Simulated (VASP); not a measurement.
Crystal: Cu4Sn.

```xyz
5
Lattice="4.1329 0.0000 0.0000 0.0000 4.1329 0.0000 0.0000 0.0000 4.1329" Properties=species:S:1:pos:R:3 pbc="T T T"
Cu    0.0000    2.0665    2.0665
Cu    2.0665    2.0665    0.0000
Cu    2.0665    0.0000    2.0665
Cu    0.0000    0.0000    0.0000
Sn    2.0665    2.0665    2.0665
```

* Program: VASP 6.6.1
* Task: relaxation of cell and atoms
* Functional: PBE
* Potentials or basis: VASP PAW PBE potentials, release 64 (Cu, Sn_d)
* Cutoff: 600 eV
* k mesh: 4 × 4 × 4
* Occupations: gaussian, width 0.1 eV
* Spin: no spin polarisation

At the start: pressure 66.2 GPa; volume 14.12 Å³/atom.

Question: Where does the relaxation end?

Answer: Over 4 steps the energy falls by 1072.8 meV/atom and the volume is 22.22 Å³/atom (+57.4 %); space group Pm-3m (No. 221, to 0.05 Å).

The path:
```
step  energy change (eV)  largest force (eV/Å)  pressure (GPa)  volume (Å³)
   1              0.0000                0.0000           66.19        70.60
   2             -4.2288                0.0000           -7.10       148.53
   3             -5.3626                0.0000            0.57       109.15
   4             -5.3642                0.0000           -0.28       111.12
```

Final structure:
```
Cu Sn
1.0
     4.80762    0.00000    0.00000
     0.00000    4.80762    0.00000
     0.00000    0.00000    4.80762
Cu Sn
4 1
Direct
  0.00000 0.50000 0.50000
  0.50000 0.50000 0.00000
  0.50000 0.00000 0.50000
  0.00000 0.00000 0.00000
  0.50000 0.50000 0.50000
```

Caveat: the k points lie up to 0.33 Å⁻¹ apart in the final cell; the volume moved by over 15 % at a fixed basis, so the end points are rough.
